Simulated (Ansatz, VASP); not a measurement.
# One calculation of BN, two programs

```xyz
2
Lattice="0.0000 1.8048 1.8048 1.8048 0.0000 1.8048 1.8048 1.8048 0.0000" Properties=species:S:1:pos:R:3 pbc="T T T"
B     0.0000    0.0000    0.0000
N     0.9024    0.9024    0.9024
```

Alike in both runs: task single point; functional r2SCAN; k mesh 12 × 12 × 12; no spin polarisation.

|  | VASP | Ansatz |
| --- | --- | --- |
| version | VASP 6.6.1 | Ansatz 0.2.0 |
| potentials or method | VASP PAW PBE potentials, release 64 (B, N) | plane waves, PAW |
| plane-wave cutoff (eV) | 520 | 500 |
| occupations | gaussian, width 0.01 eV | fixed |
| valence electrons in the cell | 8 | 8 |

Ansatz gave:

```
gap on the k mesh at the Fermi level (eV) : 5.00
pressure (GPa)                            : 0.0
```

Task: Estimate VASP's values.

Result: gap on the k mesh at the Fermi level (eV): 4.98; pressure (GPa): 1.1.

VASP's potentials were made for PBE, not for r2SCAN.
